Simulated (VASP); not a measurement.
Pb, 1 atom in the cell. The structure is tetragonal, space group I4/mmm (No. 139). Conventional cell: a = 3.667 Å, b = 3.667 Å, c = 4.940 Å, α = 90.00°, β = 90.00°, γ = 90.00°. Within 4.7 Å of Pb (site symmetry 4/mmm) lie 12 Pb at 3.58 to 3.67 Å.  This cell differs from its parent crystal: strain +0.050 along x and y, +0.000 along z.

| Quantity | Value |
| --- | --- |
| Program | VASP 6.6.1 |
| Task | single point |
| Functional | PBE |
| Potentials or basis | VASP PAW PBE potentials, release 64 (Pb_d) |
| Cutoff | 520 eV |
| k mesh | 16 × 16 × 16 |
| Occupations | gaussian, width 0.15 eV |
| Spin | no spin polarisation |
| Dipole correction | no |
| Further INCAR settings | ALGO = Fast; EDIFF = 1e-06; NBANDS = 13 |

Potentials or basis: VASP PAW PBE potentials, release 64 (Pb_d).

The run is started by

```bash
$ cat potpaw_PBE.64/Pb_d/POTCAR > POTCAR
$ mpirun -np 1 vasp_std > vasp.out
```

Hardware: 1 thread of Intel Xeon 8259CL (shared host).

Task: How long does it take, and how much memory?

Result: Run time: 4 min on 1 thread of Intel Xeon 8259CL, on a shared host, peak memory 0.27 GiB. Counts: scf iterations 12, k points 349.
